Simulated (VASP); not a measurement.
Crystal: Eu.

```
Eu
1.0
    -2.33331    2.33331    2.33331
     2.33331   -2.33331    2.33331
     2.33331    2.33331   -2.33331
Eu
1
Cartesian
  0.0000 0.0000 0.0000
```

Base run:

| Property | Result |
| --- | --- |
| Program | VASP 6.6.1 |
| Functional | r2SCAN |
| Potentials or basis | VASP PAW PBE potentials, release 64 (Eu) |
| Cutoff | 520 eV |
| k mesh | 8 × 8 × 8 |
| Occupations | fermi-dirac, width 0.05 eV |
| Spin | collinear spin, ferromagnetic start |
| Starting moments | [7.0] μB |

Its results: pressure -1.9 GPa; net moment 7.71 μB per cell; site moments Eu +6.69 μB.

Problem. The run is repeated on the same cell with these changes: functional from r2SCAN to LDA. What comes out?

Solution. Pressure -4.0 GPa; net moment 7.26 μB per cell; site moments Eu +6.71 μB.

Caveats: the PAW data sets were made with another functional, which shifts forces and pressure a little; the cell stands under tension (at least some runs).
